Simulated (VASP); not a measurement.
Here is a VASP 6.6.1 calculation.

Contents of INCAR:

```
  PREC = Accurate
  ENCUT = 520
  EDIFF = 1E-6
  ISMEAR = 0
  SIGMA = 0.15
  LREAL = False
  LASPH = True
  NELM = 100
  ALGO = Normal
  ISIF = 2
  LWAVE = False
  LCHARG = False
  GGA = PS
  NBANDS = 15
```

File KPOINTS:

```
regular mesh
0
Gamma
  18 18 16
```

Contents of POSCAR:

```
TaN
1.0
    2.9379988584      0.0000000000      0.0000000000
   -1.4689994292      2.3917187488      0.0000000000
    0.0000000000      0.0000000000      2.8830000000
Ta N
1 1
Direct
    0.3333333333      0.6666666667      0.5000000000
    0.0000000000      0.0000000000      0.0000000000
```

Potentials or basis: VASP PAW PBE potentials, release 64 (Ta_pv, N).

Run with:

```console
$ cat potpaw_PBE.64/Ta_pv/POTCAR potpaw_PBE.64/N/POTCAR > POTCAR
$ mpirun -np 1 vasp_std > vasp.out
```

Question: What does it give for the pressure?

Answer: 20.4 GPa.

Question: Estimate the band gap on the k mesh.

Answer: Zero (band 8 reaches 8.91 eV, above the bottom of band 9 at 8.44 eV).

Question: Estimate the largest force.

Answer: 0.267 eV/Å.

Forces on the atoms (eV/Å):
```
Ta   0.000  0.267  0.000
N    0.000 -0.267  0.000
```

Caveat: the cell differs from its parent crystal (strain -0.0600 x Voigt [0, 1, 0, 0, 0, 0]); the PAW data sets were made with another functional, which shifts forces and pressure a little; spin-orbit coupling is left out, which moves the levels of the heavy elements.
